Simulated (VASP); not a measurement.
Runs of VASP 6.6.1 on Si. The structure is that of space group P6/mmm (No. 191), or close to it. The cells are those of the table. This isn't the form of Si at room conditions, which is diamond.

```tsv
task	cell	k mesh	cutoff (eV)	gap on the mesh (eV)	pressure (GPa)	relaxed volume (Å³/atom)
single point	a = 4.121, b = 4.121, c = 2.655 Å, angles 90.0, 90.0, 120.0°, 2 atoms	15 × 15 × 20	520	none	-0.1	-
relaxation of cell and atoms	relaxed from a = 4.064, b = 4.064, c = 2.739 Å, angles 90.0, 90.0, 120.0°, 2 atoms	15 × 15 × 20	600	none	0.0	19.51
relaxation of cell and atoms	relaxed from a = 3.959, b = 3.959, c = 2.288 Å, angles 90.0, 90.0, 120.0°, 2 atoms	6 × 6 × 8	600	none	0.0	(a)
single point	a = 4.064, b = 4.064, c = 2.739 Å, angles 90.0, 90.0, 120.0°, 2 atoms	6 × 6 × 8	520	none	-0.1	-
single point	a = 3.959, b = 3.959, c = 2.288 Å, angles 90.0, 90.0, 120.0°, 2 atoms	6 × 6 × 8	520	none	32.2	-
```

Alike in all rows: level PBE; potentials or basis VASP PAW PBE potentials, release 64 (Si); no spin polarisation; smearing gaussian 0.1 eV.

Problem. Estimate the missing entries.

Solution. (a) 19.56.

Caveats: the volume moved by over 15 % at a fixed basis, so the end points are rough (at least some runs); the cell stands under pressure (at least some runs).

A gap of «none» marks levels without a gap at the run's occupations.
